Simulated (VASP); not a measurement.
# LiRh2 (P-3m1) in VASP: a series of runs

Runs on LiRh2. Level: PBE. Tasks: single point, relaxation of cell and atoms.

All numbers are computed with VASP 6.6.1; they aren't measurements. Logs are shortened: lines on timing, memory, paths and dates and some standing lists are left out, and cuts for length are marked.

### Step 1. The cell of the first run

It takes space group P-3m1 (No. 164, trigonal). The conventional cell has a = 2.699 Å, b = 2.699 Å, c = 6.643 Å, α = 90.00°, β = 90.00°, γ = 120.00°. Li (site symmetry -3m) has 6 Li at 2.70 Å and 6 Rh at 2.73 Å within 3.6 Å. Within 3.5 Å of Rh (site symmetry 3m) lie 9 Rh at 2.67 to 2.70 Å and 3 Li at 2.73 Å.

The cell was generated, and may not be a known phase.

### Step 2. Single point, PBE

INCAR

```
SYSTEM = LiRh2
PREC = Accurate ; ENCUT = 520
EDIFF = 1E-6 ; ISMEAR = 0
SIGMA = 0.1 ; LREAL = .False.
LASPH = .True. ; NELM = 60
ALGO = Normal ; ISIF = 2
LWAVE = .False. ; LCHARG = .False.
GGA = PE ; NBANDS = 24
```

KPOINTS

```
regular mesh
0
Gamma
  6 6 4
  0 0 0
```

POSCAR

```
LiRh2
1.0
    2.6991055984      0.0000000000      0.0000000000
   -1.3495527992      2.3374940157      0.0000000000
    0.0000000000      0.0000000000      6.6426383741
Li Rh
1 2
Direct
    0.0000000000      0.0000000000      0.5000000000
    0.3333333333      0.6666666667      0.8369800355
    0.6666666667      0.3333333333      0.1630199645
```

Potentials or basis: VASP PAW PBE potentials, release 64 (Li_sv, Rh_pv).

Run with:

```bash
$ cat potpaw_PBE.64/Li_sv/POTCAR potpaw_PBE.64/Rh_pv/POTCAR > POTCAR
$ mpirun -np 1 vasp_std > vasp.out
```

OUTCAR:

```text
SYSTEM = LiRh2
   PREC = Accurate
   ENCUT = 520
   EDIFF = 1E-6
   ISMEAR = 0
   LREAL = .False.
   LASPH = .True.
   NELM = 60
   ISIF = 2
   GGA = PE

 ion  position               nearest neighbor table
   1  0.000  0.000  0.500-   2 2.73   3 2.73   2 2.73   3 2.73   3 2.73   2 2.73
   2  0.333  0.667  0.837-   3 2.67   3 2.67   3 2.67   1 2.73   1 2.73   1 2.73
   3  0.667  0.333  0.163-   2 2.67   2 2.67   2 2.67   1 2.73   1 2.73   1 2.73

  LATTYP: Found a hexagonal cell.
 ALAT       =     2.6991055984
 C/A-ratio  =     2.4610516825

  Lattice vectors:

 A1 = (   2.6991055984,   0.0000000000,   0.0000000000)
 A2 = (  -1.3495527992,   2.3374940157,   0.0000000000)
 A3 = (   0.0000000000,   0.0000000000,   6.6426383741)

Analysis of symmetry for initial positions (statically):
=====================================================================
 Subroutine PRICEL returns:
 Original cell was already a primitive cell.

 Routine SETGRP: Setting up the symmetry group for a
 hexagonal supercell.

 Subroutine GETGRP returns: Found 12 space group operations
 (whereof 12 operations were pure point group operations)
 out of a pool of 24 trial point group operations.

The static configuration has the point symmetry D_3d.

Analysis of symmetry for dynamics (positions and initial velocities):
=====================================================================
 Subroutine PRICEL returns:
 Original cell was already a primitive cell.

 Routine SETGRP: Setting up the symmetry group for a
 hexagonal supercell.

 Subroutine GETGRP returns: Found 12 space group operations
 (whereof 12 operations were pure point group operations)
 out of a pool of 24 trial point group operations.

The dynamic configuration has the point symmetry D_3d.

 Subroutine INISYM returns: Found 12 space group operations
 (whereof 12 operations are pure point group operations),
 and found     1 'primitive' translations

----------------------------------------------------------------------------------------

                                     Primitive cell

  volume of cell :      41.9094

  direct lattice vectors                    reciprocal lattice vectors
     2.699105598  0.000000000  0.000000000     0.370493100  0.213904291  0.000000000
    -1.349552799  2.337494016  0.000000000     0.000000000  0.427808582  0.000000000
     0.000000000  0.000000000  6.642638374     0.000000000  0.000000000  0.150542592

  length of vectors
     2.699105598  2.699105598  6.642638374     0.427808582  0.427808582  0.150542592

  position of ions in fractional coordinates (direct lattice)
     0.000000000  0.000000000  0.500000000
     0.333333333  0.666666667  0.836980035
     0.666666667  0.333333333  0.163019965

  ion indices of the primitive-cell ions
   primitive index   ion index
                 1           1
                 2           2
                 3           3

----------------------------------------------------------------------------------------

 KPOINTS: regular mesh

Automatic generation of k-mesh.
 Grid dimensions read from file:
 generate k-points for:    6    6    4

 Generating k-lattice:

  Cartesian coordinates                     Fractional coordinates (reciprocal lattice)
     0.061748850  0.035650715  0.000000000     0.166666667  0.000000000  0.000000000
     0.000000000  0.071301430  0.000000000     0.000000000  0.166666667  0.000000000
     0.000000000  0.000000000  0.037635648     0.000000000  0.000000000  0.250000000

  Length of vectors
     0.071301430  0.071301430  0.037635648

  Shift w.r.t. Gamma in fractional coordinates (k-lattice)
     0.000000000  0.000000000  0.000000000

 Subroutine IBZKPT returns following result:
 ===========================================

 Found     24 irreducible k-points:

 Following reciprocal coordinates:
            Coordinates               Weight
  0.000000  0.000000  0.000000      1.000000
  0.166667  0.000000  0.000000      6.000000
  0.333333  0.000000  0.000000      6.000000
  0.500000  0.000000  0.000000      3.000000
  0.166667  0.166667  0.000000      6.000000
  0.333333  0.166667  0.000000     12.000000
[... 16 lines left out ...]
  0.333333  0.166667  0.500000     12.000000
  0.333333  0.333333  0.500000      2.000000
   k-points           NKPTS =     24   k-points in BZ     NKDIM =     24   number of bands    NBANDS=     24
   number of dos      NEDOS =    301   number of ions     NIONS =      3
   total plane-waves  NPLWV =  20000
   dimension x,y,z NGX =    20 NGY =   20 NGZ =   50
   dimension x,y,z NGXF=    40 NGYF=   40 NGZF=  100
   ions per type =               1   2
   NGX,Y,Z   is equivalent  to a cutoff of  12.32, 12.32, 12.51 a.u.
   NGXF,Y,Z  is equivalent  to a cutoff of  24.64, 24.64, 25.03 a.u.
 SYSTEM =  LiRh2
   PREC   = accura    normal or accurate (medium, high low for compatibility)
   ISTART =      0    job   : 0-new  1-cont  2-samecut
   ICHARG =      2    charge: 1-file 2-atom 10-const
   ISPIN  =      1    spin polarized calculation?
   LNONCOLLINEAR =      F non collinear calculations
   LSORBIT =      F    spin-orbit coupling
   LASPH  =      T    aspherical Exc in radial PAW
   ENCUT  =  520.0 eV  38.22 Ry    6.18 a.u.   5.02  5.02 12.35*2*pi/ulx,y,z
   NELM   =     60;   NELMIN=  2; NELMDL= -5     # of ELM steps
   EDIFF  = 0.1E-05   stopping-criterion for ELM
   LREAL  =      F    real-space projection
   EDIFFG = 0.1E-04   stopping-criterion for IOM
   NSW    =      0    number of steps for IOM
   IBRION =     -1    ionic relax: 0-MD 1-quasi-New 2-CG
   NFREE  =      0    steps in history (QN), initial steepest desc. (CG)
   ISIF   =      2    stress and relaxation
   ISYM   =      2    0-nonsym 1-usesym 2-fastsym
   POTIM  = 0.5000    time-step for ionic-motion
   TEBEG  =    0.0;   TEEND  =   0.0 temperature during run
   PSTRESS=    0.0 pullay stress
   NELECT =      33.0000    total number of electrons
   NUPDOWN=      -1.0000    fix difference up-down
   EMIN   =  10.00;   EMAX   =-10.00  energy-range for DOS
   EFERMI =   0.00;   METHOD = LEGACY
   ISMEAR =     0;   SIGMA  =   0.10  broadening in eV -4-tet -1-fermi 0-gaus
   EFERMI_NEDOS =   21; number of points for ismear=-14 and -15
   IALGO  =     38    algorithm
   IMIX   =      4    mixing-type and parameters
     AMIX     =   0.40;   BMIX     =  1.00
     AMIX_MAG =   1.60;   BMIX_MAG =  1.00
  volume/ion in A,a.u.               =      13.97        94.27
  Fermi-wavevector in a.u.,A,eV,Ry     =   1.511736  2.856766 31.093996  2.285344
  Thomas-Fermi vector in A             =   2.621753
   LORBIT       =      0    0 simple, 1 ext, 2 COOP (PROOUT), +10 PAW based schemes
   GGA     = PE    functional components
   LHFCALC =     F    Hartree Fock is set to
   AEXX    =    0.0000 exact exchange contribution
   IVDW    =     0    specifies the selected vdW correction
   LEPSILON=     F    determine dielectric tensor
   LRPA    =     F    only Hartree local field effects (RPA)
 non-spin polarized calculation
 Gauss-broadening in eV      SIGMA  =   0.10
  energy-cutoff  :      520.00
  volume of cell :       41.91
 maximum number of plane-waves:      1152
   NGX =  9   NGY =  9   NGZ = 25

 number of electron      33.0000010 magnetization

 Free energy of the ion-electron system (eV)
  ---------------------------------------------------
  ext. energy  EPLUGINS =         0.00000000
  ---------------------------------------------------
  free energy    TOTEN  =       -16.44190610 eV

  energy without entropy =      -16.42139048  energy(sigma->0) =      -16.43164829

 E-fermi :   7.9791     XC(G=0): -11.9814

 val. band max:        7.9689858106   @ k =   0.0000   0.0000   0.2500
 cond. band min:       7.9894823439   @ k =   0.5000   0.0000   0.2500
 fundamental gap:      0.0204965333
 Fermi energy:         7.9791162009

 k-point     1 :       0.0000    0.0000    0.0000
  band No.  band energies     occupation
      1     -38.4439      2.00000
      2     -38.1924      2.00000
      3     -38.1924      2.00000
      4     -38.1356      2.00000
      5     -38.1356      2.00000
      6     -38.0438      2.00000
[... 16 lines left out ...]
     23      24.4176      0.00000
     24      25.3718      0.00000

 k-point     2 :       0.1667    0.0000    0.0000
  band No.  band energies     occupation
      1     -38.4226      2.00000
      2     -38.3374      2.00000
      3     -38.2527      2.00000
      4     -38.2305      2.00000
      5     -38.1627      2.00000
      6     -38.0380      2.00000
[... 16 lines left out ...]
     23      22.2399      0.00000
     24      23.6819      0.00000

 k-point     3 :       0.3333    0.0000    0.0000
  band No.  band energies     occupation
      1     -38.6151      2.00000
      2     -38.5705      2.00000
      3     -38.3042      2.00000
      4     -38.2676      2.00000
      5     -38.2186      2.00000
      6     -38.0556      2.00000
[... 16 lines left out ...]
     23      20.4584      0.00000
     24      21.3445      0.00000

 k-point     4 :       0.5000    0.0000    0.0000
  band No.  band energies     occupation
      1     -38.7485      2.00000
      2     -38.6932      2.00000
      3     -38.3401      2.00000
      4     -38.2470      2.00000
      5     -38.2052      2.00000
      6     -38.0851      2.00000
[... 16 lines left out ...]
     23      18.1508      0.00000
     24      20.3247      0.00000

 k-point     5 :       0.1667    0.1667    0.0000
  band No.  band energies     occupation
      1     -38.5097      2.00000
      2     -38.5027      2.00000
      3     -38.3308      2.00000
      4     -38.2579      2.00000
      5     -38.2409      2.00000
      6     -38.0457      2.00000
[... 451 lines left out ...]
 k-point    22 :       0.1667    0.1667    0.5000
  band No.  band energies     occupation
      1     -38.5097      2.00000
      2     -38.5036      2.00000
      3     -38.3291      2.00000
      4     -38.2564      2.00000
      5     -38.2410      2.00000
      6     -38.0485      2.00000
[... 16 lines left out ...]
     23      21.1235      0.00000
     24      22.1845      0.00000

 k-point    23 :       0.3333    0.1667    0.5000
  band No.  band energies     occupation
      1     -38.6768      2.00000
      2     -38.6324      2.00000
      3     -38.4106      2.00000
      4     -38.3315      2.00000
      5     -38.1949      2.00000
      6     -38.0785      2.00000
[... 16 lines left out ...]
     23      17.7975      0.00000
     24      20.0545      0.00000

 k-point    24 :       0.3333    0.3333    0.5000
  band No.  band energies     occupation
      1     -38.5990      2.00000
      2     -38.5715      2.00000
      3     -38.5715      2.00000
      4     -38.4808      2.00000
      5     -38.1256      2.00000
      6     -38.1256      2.00000
[... 16 lines left out ...]
     23      17.3422      0.00000
     24      20.6958      0.00000

------------------------ aborting loop because EDIFF is reached ----------------------------------------

  FORCE on cell =-STRESS in cart. coord.  units (eV):
  Direction    XX          YY          ZZ          XY          YZ          ZX
  --------------------------------------------------------------------------------------
  -------------------------------------------------------------------------------------
  Total        0.0252950      0.0252950      0.0150209     -0.0000000     -0.0000000      0.0000000
  in kB        0.9670172      0.9670172      0.5742435     -0.0000000     -0.0000000      0.0000000
  external PRESSURE =       0.8360926 kB  Pullay stress =       0.0000000 kB

 VOLUME and BASIS-vectors are now :
 -----------------------------------------------------------------------------
  energy-cutoff  :      520.00
  volume of cell :       41.91
      direct lattice vectors                 reciprocal lattice vectors
     2.699105598  0.000000000  0.000000000     0.370493100  0.213904291  0.000000000
    -1.349552799  2.337494016  0.000000000     0.000000000  0.427808582  0.000000000
     0.000000000  0.000000000  6.642638374     0.000000000  0.000000000  0.150542592

 POSITION                                       TOTAL-FORCE (eV/Angst)
 -----------------------------------------------------------------------------------
      0.00000      0.00000      3.32132         0.000000      0.000000      0.000000
     -0.00000      1.55833      5.55976        -0.000000      0.000000     -0.007293
      1.34955      0.77916      1.08288         0.000000     -0.000000      0.007293
 -----------------------------------------------------------------------------------
    total drift:                               -0.000000      0.000000      0.000000

  FREE ENERGIE OF THE ION-ELECTRON SYSTEM (eV)
  ---------------------------------------------------
  free  energy   TOTEN  =       -16.4419061017 eV

  energy  without entropy=      -16.4213904836  energy(sigma->0) =      -16.43164829
```

It took 31 s on 1 thread of Oxide Virtual Turin-like, shared host; peak memory 0.12 GiB.

What came out:

```yaml
Free_energy: -16.4419 eV
Largest_force: 0.007 eV/Å
Band_gap_on_the_k_mesh: zero (an odd number of electrons rules out a gap without spin polarisation)
```

Forces on the atoms (eV/Å):
```
Li   0.000  0.000  0.000
Rh   0.000  0.000 -0.007
Rh   0.000  0.000  0.007
```

Caveat: the k points lie up to 0.45 Å⁻¹ apart, too coarse for converged energies and pressures of a metal; the cutoff is under 1.25 times the usual one of these potentials, so pressure, stress and relaxed cells hold a basis-set (Pulay) error.

### Step 3. Single point, PBE

This run uses another cell than the first one, of 16.19 Å³/atom.

INCAR

```
PREC     = Accurate       # precision mode
ENCUT    = 520            # plane-wave cutoff, eV
EDIFF    = 1E-7           # SCF threshold, eV
ISMEAR   = 0              # smearing method
SIGMA    = 0.1            # smearing width, eV
LREAL    = False          # projectors in reciprocal space
LASPH    = True           # aspherical terms in the spheres
NELM     = 60             # most SCF steps
ALGO     = Normal         # electronic algorithm
ISIF     = 2              # what is computed and relaxed
LWAVE    = False          # write WAVECAR
LCHARG   = False          # write CHGCAR
GGA      = PE             # functional
NBANDS   = 24             # bands
```

KPOINTS

```
Automatic mesh
0
Gamma
  6 6 4
```

POSCAR

```
LiRh2
1.0
    2.8509099800      0.0000000000      0.0000000000
   -1.4254549900      2.4689604700      0.0000000000
    0.0000000000      0.0000000000      6.8986633500
Li Rh
1 2
Direct
    0.0000000000      0.0000000000      0.5000000000
    0.3333333300      0.6666666700      0.8393184700
    0.6666666700      0.3333333300      0.1606815300
```

Potentials or basis: VASP PAW PBE potentials, release 64 (Li_sv, Rh_pv).

Run with:

```bash
$ cat potpaw_PBE.64/Li_sv/POTCAR potpaw_PBE.64/Rh_pv/POTCAR > POTCAR
$ mpirun -np 1 vasp_std > vasp.out
```

Run time: 45 s. Hardware: 1 thread of Oxide Virtual Turin-like, shared host; peak memory 0.15 GiB.

It converged, with:

```
Free energy            : -16.0777 eV
Largest force          : 0.659 eV/Å
Band gap on the k mesh : zero (an odd number of electrons rules out a gap without spin polarisation)
```

Forces on the atoms (eV/Å):
```
Li   0.000  0.000  0.000
Rh   0.000  0.000  0.659
Rh   0.000  0.000 -0.659
```

Levels at points of the mesh, in eV from the Fermi level:
```
           k point  band 13  band 14  band 15  band 16  band 17  band 18  band 19  band 20  band 21  band 22
(0.00, 0.00, 0.00)    -1.99    -1.99    -1.38    -0.71    -0.62    -0.62     0.21     0.21     8.93    10.84
(0.50, 0.00, 0.00)    -1.46    -0.68     0.04     0.57     0.73     2.04     2.63     3.30     6.05     7.84
(0.00, 0.00, 0.50)    -2.11    -1.99    -1.99    -0.62    -0.62     0.21     0.21     1.00     6.30    14.98
(0.50, 0.00, 0.50)    -0.88    -0.79     0.01     0.57     0.73     0.85     3.06     3.54     6.03     9.35
```

Caveat: the k points lie up to 0.42 Å⁻¹ apart, too coarse for converged energies and pressures of a metal; the cutoff is under 1.25 times the usual one of these potentials, so pressure, stress and relaxed cells hold a basis-set (Pulay) error.

[end of part 1 of 2]

The gap in the log of VASP goes by the Fermi energy; the results here count the filled bands.